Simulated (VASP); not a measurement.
# Ge (Imma) in VASP: further runs

The runs below take Ge through single point, with PBEsol.

Everything below comes from runs of VASP 6.6.1. Logs are shortened: lines on timing, memory, paths and dates and some standing lists are left out, and cuts for length are marked.

## (1) The cell of the first run

Symmetry: Imma, No. 74, orthorhombic system. The conventional cell has a = 5.142 Å, b = 5.461 Å, c = 2.874 Å, α = 90.00°, β = 90.00°, γ = 90.00°. Ge (site symmetry mm2) has 10 Ge at 2.76 to 3.71 Å within 3.8 Å.

## (2) Single point, PBEsol (strain +0.030 along x and y, +0.000 along z)

INCAR

```
PREC     = Accurate       # precision mode
ENCUT    = 520            # plane-wave cutoff, eV
EDIFF    = 1E-6           # SCF threshold, eV
ISMEAR   = 0              # smearing method
SIGMA    = 0.15           # smearing width, eV
LREAL    = F              # projectors in reciprocal space
LASPH    = T              # aspherical terms in the spheres
NELM     = 80             # most SCF steps
ALGO     = Normal         # electronic algorithm
ISIF     = 2              # what is computed and relaxed
LWAVE    = F              # write WAVECAR
LCHARG   = T              # write CHGCAR
GGA      = PS             # functional
LELF     = T              # ELF
LVHAR    = T            
NBANDS   = 21             # bands
```

KPOINTS

```
Automatic mesh
0
Gamma
  20 20 20
```

POSCAR

```
Ge
1.0
   -2.5707749400      2.7303888900      1.4369470000
    2.5707749400     -2.7303888900      1.4369470000
    2.5707749400      2.7303888900     -1.4369470000
Ge
2
Direct
    0.1859430000      0.9359430000      0.2500000000
    0.8140570000      0.0640570000      0.7500000000
```

Potentials or basis: VASP PAW PBE potentials, release 64 (Ge_d).

On the command line:

```bash
$ cat potpaw_PBE.64/Ge_d/POTCAR > POTCAR
$ mpirun -np 1 vasp_std > vasp.out
```

OUTCAR:

```text
PREC = Accurate
   ENCUT = 520
   EDIFF = 1E-6
   ISMEAR = 0
   LREAL = F
   LASPH = T
   NELM = 80
   ISIF = 2
   GGA = PS

 ion  position               nearest neighbor table
   1  0.186  0.936  0.250-   2 2.76   2 2.76   2 2.78   2 2.78
   2  0.814  0.064  0.750-   1 2.76   1 2.76   1 2.78   1 2.78

  LATTYP: Found a body centered orthorhombic cell.
 ALAT       =     2.8738940000
 B/A-ratio  =     1.7890534167
 C/A-ratio  =     1.9001319395

  Lattice vectors:

 A1 = (   2.5707749400,  -2.7303888900,   1.4369470000)
 A2 = (  -2.5707749400,  -2.7303888900,  -1.4369470000)
 A3 = (   2.5707749400,   2.7303888900,  -1.4369470000)

Analysis of symmetry for initial positions (statically):
=====================================================================
 Subroutine PRICEL returns:
 Original cell was already a primitive cell.

 Routine SETGRP: Setting up the symmetry group for a
 body centered orthorhombic supercell.

 Subroutine GETGRP returns: Found  8 space group operations
 (whereof  4 operations were pure point group operations)
 out of a pool of  8 trial point group operations.

The static configuration has the point symmetry C_2h.
 The point group associated with its full space group is D_2h.

Analysis of symmetry for dynamics (positions and initial velocities):
=====================================================================
 Subroutine PRICEL returns:
 Original cell was already a primitive cell.

 Routine SETGRP: Setting up the symmetry group for a
 body centered orthorhombic supercell.

 Subroutine GETGRP returns: Found  8 space group operations
 (whereof  4 operations were pure point group operations)
 out of a pool of  8 trial point group operations.

The dynamic configuration has the point symmetry C_2h.
 The point group associated with its full space group is D_2h.

 Subroutine INISYM returns: Found  8 space group operations
 (whereof  4 operations are pure point group operations),
 and found     1 'primitive' translations

----------------------------------------------------------------------------------------

                                     Primitive cell

  volume of cell :      40.3450

  direct lattice vectors                    reciprocal lattice vectors
    -2.570774940  2.730388890  1.436947000     0.000000000  0.183124097  0.347959946
     2.570774940 -2.730388890  1.436947000     0.194493883  0.000000000  0.347959946
     2.570774940  2.730388890 -1.436947000     0.194493883  0.183124097  0.000000000

  length of vectors
     4.016058262  4.016058262  4.016058262     0.393205492  0.398627639  0.267137241

[... 68 lines left out ...]
   NGX,Y,Z   is equivalent  to a cutoff of  12.42, 12.42, 12.42 a.u.
   NGXF,Y,Z  is equivalent  to a cutoff of  24.84, 24.84, 24.84 a.u.
 SYSTEM =  unknown system
   PREC   = accura    normal or accurate (medium, high low for compatibility)
   ISTART =      0    job   : 0-new  1-cont  2-samecut
   ICHARG =      2    charge: 1-file 2-atom 10-const
   ISPIN  =      1    spin polarized calculation?
   LNONCOLLINEAR =      F non collinear calculations
   LSORBIT =      F    spin-orbit coupling
   LASPH  =      T    aspherical Exc in radial PAW
   ENCUT  =  520.0 eV  38.22 Ry    6.18 a.u.   7.47  7.47  7.47*2*pi/ulx,y,z
   NELM   =     80;   NELMIN=  2; NELMDL= -5     # of ELM steps
   EDIFF  = 0.1E-05   stopping-criterion for ELM
   LREAL  =      F    real-space projection
[... 7 lines left out ...]
   TEBEG  =    0.0;   TEEND  =   0.0 temperature during run
   PSTRESS=    0.0 pullay stress
   NELECT =      28.0000    total number of electrons
   NUPDOWN=      -1.0000    fix difference up-down
   EMIN   =  10.00;   EMAX   =-10.00  energy-range for DOS
   EFERMI =   0.00;   METHOD = LEGACY
   ISMEAR =     0;   SIGMA  =   0.15  broadening in eV -4-tet -1-fermi 0-gaus
   EFERMI_NEDOS =   21; number of points for ismear=-14 and -15
   IALGO  =     38    algorithm
   IMIX   =      4    mixing-type and parameters
     AMIX     =   0.40;   BMIX     =  1.00
     AMIX_MAG =   1.60;   BMIX_MAG =  1.00
  volume/ion in A,a.u.               =      20.17       136.13
  Fermi-wavevector in a.u.,A,eV,Ry     =   1.449432  2.739029 28.583828  2.100852
  Thomas-Fermi vector in A             =   2.567159
   LORBIT       =      0    0 simple, 1 ext, 2 COOP (PROOUT), +10 PAW based schemes
   GGA     = PS    functional components
   LHFCALC =     F    Hartree Fock is set to
   AEXX    =    0.0000 exact exchange contribution
   IVDW    =     0    specifies the selected vdW correction
   LEPSILON=     F    determine dielectric tensor
   LRPA    =     F    only Hartree local field effects (RPA)
 non-spin polarized calculation
 Gauss-broadening in eV      SIGMA  =   0.15
  energy-cutoff  :      520.00
  volume of cell :       40.34
 maximum number of plane-waves:      1109
 NGX is ok and might be reduce to    30
   NGX = 15   NGY = 15   NGZ = 15

 number of electron      27.9999981 magnetization

 Free energy of the ion-electron system (eV)
  ---------------------------------------------------
  ext. energy  EPLUGINS =         0.00000000
  ---------------------------------------------------
  free energy    TOTEN  =        -9.45081911 eV

  energy without entropy =       -9.44082375  energy(sigma->0) =       -9.44582143

 E-fermi :   5.7447     XC(G=0): -11.0467

 val. band max:        5.7429633592   @ k =   0.1500  -0.1500   0.1000
 cond. band min:       5.7457980692   @ k =  -0.3500  -0.4500   0.3000
 fundamental gap:      0.0028347100
 Fermi energy:         5.7446939884

 k-point     1 :       0.0000    0.0000    0.0000
  band No.  band energies     occupation
      1     -18.8521      2.00000
      2     -18.8038      2.00000
      3     -18.8031      2.00000
      4     -18.7844      2.00000
      5     -18.7545      2.00000
      6     -18.7216      2.00000
[... 565 lines left out ...]
     20      14.5098      0.00000
     21      18.3064      0.00000

 [... further k-points ...]
[... 5 lines left out ...]
  --------------------------------------------------------------------------------------
  -------------------------------------------------------------------------------------
  Total       -1.3636103     -1.8678650     -1.2939051      0.0000000      0.0000000      0.0000000
  in kB      -54.1516311    -74.1765717    -51.3835016      0.0000000      0.0000000      0.0000000
  external PRESSURE =     -59.9039015 kB  Pullay stress =       0.0000000 kB

 VOLUME and BASIS-vectors are now :
 -----------------------------------------------------------------------------
  energy-cutoff  :      520.00
  volume of cell :       40.34
      direct lattice vectors                 reciprocal lattice vectors
    -2.570774940  2.730388890  1.436947000     0.000000000  0.183124097  0.347959946
     2.570774940 -2.730388890  1.436947000     0.194493883  0.000000000  0.347959946
     2.570774940  2.730388890 -1.436947000     0.194493883  0.183124097  0.000000000

 POSITION                                       TOTAL-FORCE (eV/Angst)
 -----------------------------------------------------------------------------------
      2.57077     -1.36519      1.25285        -0.000000     -0.000000     -0.043903
      0.00000      4.09558      0.18409         0.000000      0.000000      0.043903
 -----------------------------------------------------------------------------------
    total drift:                                0.000000      0.000000     -0.000000

  FREE ENERGIE OF THE ION-ELECTRON SYSTEM (eV)
  ---------------------------------------------------
  free  energy   TOTEN  =        -9.4508191129 eV

  energy  without entropy=       -9.4408237459  energy(sigma->0) =       -9.44582143
```

stdout:

```text
POSCAR found type information on POSCAR Ge
 POSCAR found :  1 types and       2 ions
 scaLAPACK will be used
 -----------------------------------------------------------------------------
|                                                                             |
|                                                                             |
|     You enforced a specific xc type in the INCAR file but a different       |
|     I HOPE YOU KNOW WHAT YOU ARE DOING!                                     |
|                                                                             |
 -----------------------------------------------------------------------------

 LDA part: xc-table for (Slater+PW92), standard interpolation
 POSCAR, INCAR and KPOINTS ok, starting setup
 FFT: planning ... GRIDC
 FFT: planning ... GRID_SOFT
 FFT: planning ... GRID
 WAVECAR not read
 entering main loop
```

Run time: 6.7 min. Hardware: 1 thread of AMD EPYC 9R45 (Zen 5), shared host; peak memory 0.76 GiB.

Results:

```
Free energy            : -9.4508 eV
Pressure               : -6.0 GPa
Largest force          : 0.044 eV/Å
Band gap on the k mesh : zero (bands 14 and 15 overlap by 5.13 eV)
```

Forces on the atoms (eV/Å):
```
Ge   0.000  0.000 -0.044
Ge   0.000  0.000  0.044
```

Stress tensor (GPa, compression positive):
```
-5.42  0.00  0.00
 0.00 -7.42  0.00
 0.00  0.00 -5.14
```

Caveat: the cell differs from its parent crystal (strain +0.030 along x and y, +0.000 along z); the cell stands under tension; the PAW data sets were made with another functional, which shifts forces and pressure a little.

## (3) Single point, PBEsol (strain -0.030 along x and y, +0.015 along z)

INCAR

```
SYSTEM = Ge
PREC     = Accurate       ! precision mode
ENCUT    = 520            ! plane-wave cutoff, eV
EDIFF    = 1E-6           ! SCF threshold, eV
ISMEAR   = 0              ! smearing method
SIGMA    = 0.15           ! smearing width, eV
LREAL    = .FALSE.        ! projectors in reciprocal space
LASPH    = .TRUE.         ! aspherical terms in the spheres
NELM     = 100            ! most SCF steps
ALGO     = Normal         ! electronic algorithm
ISIF     = 2              ! what is computed and relaxed
LWAVE    = .FALSE.        ! write WAVECAR
LCHARG   = .FALSE.        ! write CHGCAR
GGA      = PS             ! functional
NBANDS   = 21             ! bands
```

KPOINTS

```
regular mesh
0
G
  20 20 20
  0 0 0
```

POSCAR

```
Ge
1.0
   -2.4210210600      2.5713371100      1.4585012050
    2.4210210600     -2.5713371100      1.4585012050
    2.4210210600      2.5713371100     -1.4585012050
Ge
2
Direct
    0.1859430000      0.9359430000      0.2500000000
    0.8140570000      0.0640570000      0.7500000000
```

Potentials or basis: VASP PAW PBE potentials, release 64 (Ge_d).

On the command line:

```bash
$ cat potpaw_PBE.64/Ge_d/POTCAR > POTCAR
$ mpirun -np 1 vasp_std > vasp.out
```

It took 6.9 min on 1 thread of Intel Xeon Platinum 8488C (Sapphire Rapids), shared host; peak memory 0.72 GiB.

Results (log left out):

* Free energy: -9.5131 eV
* Pressure: 1.1 GPa
* Largest force: 0.056 eV/Å
* Band gap on the k mesh: zero (bands 14 and 15 overlap by 6.38 eV)

Forces in eV/Å, atoms in the order of the input:
```
Ge   0.000  0.000 -0.056
Ge   0.000  0.000  0.056
```

Stress tensor (GPa, compression positive):
```
 1.53  0.00  0.00
 0.00  2.86  0.00
 0.00  0.00 -1.04
```

Levels at points of the mesh, in eV from the Fermi level:
```
           k point  band 11  band 12  band 13  band 14  band 15  band 16  band 17  band 18
(0.00, 0.00, 0.00)   -13.51    -3.09    -2.21    -1.87     3.54     6.72     7.49     7.74
(0.50, 0.00, 0.00)    -8.48    -7.36    -1.80    -1.45    -1.02     1.35     3.40     4.58
(0.00, 0.50, 0.00)    -8.64    -6.26    -3.36    -2.22    -2.16     2.97     4.31     7.11
(0.50, 0.50, 0.00)   -10.55   -10.55     0.91     0.91     2.83     2.83     6.20     6.20
(0.50, 0.50, 0.50)    -9.00    -8.11    -6.14    -5.80     3.55     6.11    11.96    12.12
```

Caveat: the cell differs from its parent crystal (strain -0.030 along x and y, +0.015 along z); the PAW data sets were made with another functional, which shifts forces and pressure a little.

## (4) Single point, PBEsol (strain -0.015 along x and y, -0.015 along z)

INCAR

```
SYSTEM = Ge
  PREC = Accurate
  ENCUT = 520
  EDIFF = 1E-6
  ISMEAR = 0
  SIGMA = 0.15
  LREAL = .False.
  LASPH = .True.
  NELM = 80
  ALGO = Normal
  ISIF = 2
  LWAVE = .False.
  LCHARG = .False.
  GGA = PS
  NBANDS = 21
```

KPOINTS

```
regular mesh
0
Gamma
  20 20 20
  0 0 0
```

POSCAR

```
Ge
1.0
   -2.4584595300      2.6111000550      1.4153927950
    2.4584595300     -2.6111000550      1.4153927950
    2.4584595300      2.6111000550     -1.4153927950
Ge
2
Direct
    0.1859430000      0.9359430000      0.2500000000
    0.8140570000      0.0640570000      0.7500000000
```

Potentials or basis: VASP PAW PBE potentials, release 64 (Ge_d).

On the command line:

```bash
$ cat potpaw_PBE.64/Ge_d/POTCAR > POTCAR
$ mpirun -np 1 vasp_std > vasp.out
```

OUTCAR:

```text
SYSTEM = Ge
   PREC = Accurate
   ENCUT = 520
   EDIFF = 1E-6
   ISMEAR = 0
   LREAL = .False.
   LASPH = .True.
   NELM = 80
   ISIF = 2
   GGA = PS

 ion  position               nearest neighbor table
   1  0.186  0.936  0.250-   2 2.64   2 2.64   2 2.67   2 2.67
   2  0.814  0.064  0.750-   1 2.64   1 2.64   1 2.67   1 2.67

  LATTYP: Found a body centered orthorhombic cell.
 ALAT       =     2.8307855900
 B/A-ratio  =     1.7369450648
 C/A-ratio  =     1.8447882907

  Lattice vectors:

 A1 = (   2.4584595300,  -2.6111000550,   1.4153927950)
 A2 = (  -2.4584595300,  -2.6111000550,  -1.4153927950)
 A3 = (   2.4584595300,   2.6111000550,  -1.4153927950)

Analysis of symmetry for initial positions (statically):
=====================================================================
 Subroutine PRICEL returns:
 Original cell was already a primitive cell.

 Routine SETGRP: Setting up the symmetry group for a
 body centered orthorhombic supercell.

 Subroutine GETGRP returns: Found  8 space group operations
 (whereof  4 operations were pure point group operations)
 out of a pool of  8 trial point group operations.

[... 158 lines left out ...]
  ---------------------------------------------------
  ext. energy  EPLUGINS =         0.00000000
  ---------------------------------------------------
  free energy    TOTEN  =        -9.52483348 eV

  energy without entropy =       -9.51567965  energy(sigma->0) =       -9.52025657

 E-fermi :   6.8778     XC(G=0): -11.5694

 val. band max:        6.8741359065   @ k =   0.4000   0.1500   0.0000
 cond. band min:       6.8784691623   @ k =   0.5000   0.1000   0.0500
 fundamental gap:      0.0043332558
 Fermi energy:         6.8777903469

 k-point     1 :       0.0000    0.0000    0.0000
  band No.  band energies     occupation
      1     -17.8270      2.00000
      2     -17.7377      2.00000
      3     -17.7361      2.00000
      4     -17.7339      2.00000
      5     -17.6925      2.00000
      6     -17.6510      2.00000
[... 565 lines left out ...]
     20      16.0227      0.00000
     21      20.6374      0.00000

 [... further k-points ...]
[... 5 lines left out ...]
  --------------------------------------------------------------------------------------
  -------------------------------------------------------------------------------------
  Total        0.3253987      0.0325286      0.1506058      0.0000000     -0.0000000      0.0000000
  in kB       14.3450760      1.4340090      6.6393978      0.0000000     -0.0000000      0.0000000
  external PRESSURE =       7.4728276 kB  Pullay stress =       0.0000000 kB

 VOLUME and BASIS-vectors are now :
 -----------------------------------------------------------------------------
  energy-cutoff  :      520.00
  volume of cell :       36.34
      direct lattice vectors                 reciprocal lattice vectors
    -2.458459530  2.611100055  1.415392795     0.000000000  0.191490173  0.353258828
     2.458459530 -2.611100055  1.415392795     0.203379390  0.000000000  0.353258828
     2.458459530  2.611100055 -1.415392795     0.203379390  0.191490173  0.000000000

 POSITION                                       TOTAL-FORCE (eV/Angst)
 -----------------------------------------------------------------------------------
      2.45846     -1.30555      1.23406        -0.000000      0.000000     -0.048076
     -0.00000      3.91665      0.18133         0.000000     -0.000000      0.048076
 -----------------------------------------------------------------------------------
    total drift:                                0.000000      0.000000     -0.000000

  FREE ENERGIE OF THE ION-ELECTRON SYSTEM (eV)
  ---------------------------------------------------
  free  energy   TOTEN  =        -9.5248334819 eV

  energy  without entropy=       -9.5156796530  energy(sigma->0) =       -9.52025657
```

stdout:

```text
POSCAR found type information on POSCAR Ge
 POSCAR found :  1 types and       2 ions
 scaLAPACK will be used
 -----------------------------------------------------------------------------
|                                                                             |
|                                                                             |
|     You enforced a specific xc type in the INCAR file but a different       |
|     I HOPE YOU KNOW WHAT YOU ARE DOING!                                     |
|                                                                             |
 -----------------------------------------------------------------------------

 LDA part: xc-table for (Slater+PW92), standard interpolation
 POSCAR, INCAR and KPOINTS ok, starting setup
 FFT: planning ... GRIDC
 FFT: planning ... GRID_SOFT
 FFT: planning ... GRID
 WAVECAR not read
 entering main loop
```

Run time: 9.1 min. Hardware: 1 thread of Intel Xeon Platinum 8488C (Sapphire Rapids), shared host; peak memory 0.73 GiB.

What came out:

- Free energy: -9.5248 eV
- Pressure: 0.7 GPa
- Largest force: 0.048 eV/Å
- Band gap on the k mesh: zero (bands 14 and 15 overlap by 6.07 eV)

Forces in eV/Å, atoms in the order of the input:
```
Ge   0.000  0.000 -0.048
Ge   0.000  0.000  0.048
```

Stress tensor (GPa, compression positive):
```
1.43 0.00 0.00
0.00 0.14 0.00
0.00 0.00 0.66
```

Caveat: the cell differs from its parent crystal (strain -0.015 along x and y, -0.015 along z); the PAW data sets were made with another functional, which shifts forces and pressure a little.

## (5) Summary

```tsv
cell	gap on the mesh (eV)	pressure (GPa)	largest force (eV/Å)
a = 4.016 Å, angles 100.4, 94.3, 138.1°, 2 atoms	none	-6.0	0.04
a = 3.821 Å, angles 101.4, 95.4, 135.1°, 2 atoms	none	1.1	0.06
a = 3.856 Å, angles 100.8, 94.7, 136.9°, 2 atoms	none	0.7	0.05
```

Alike in all rows: task single point; level PBEsol; potentials or basis VASP PAW PBE potentials, release 64 (Ge_d); no spin polarisation; k mesh 20 × 20 × 20; cutoff (eV) 520; smearing gaussian 0.15 eV.

Caveats: the PAW data sets were made with another functional, which shifts forces and pressure a little; the cell stands under tension (at least some runs).

Total energies depend on the potentials used, so only differences within one code and one set of settings carry meaning.
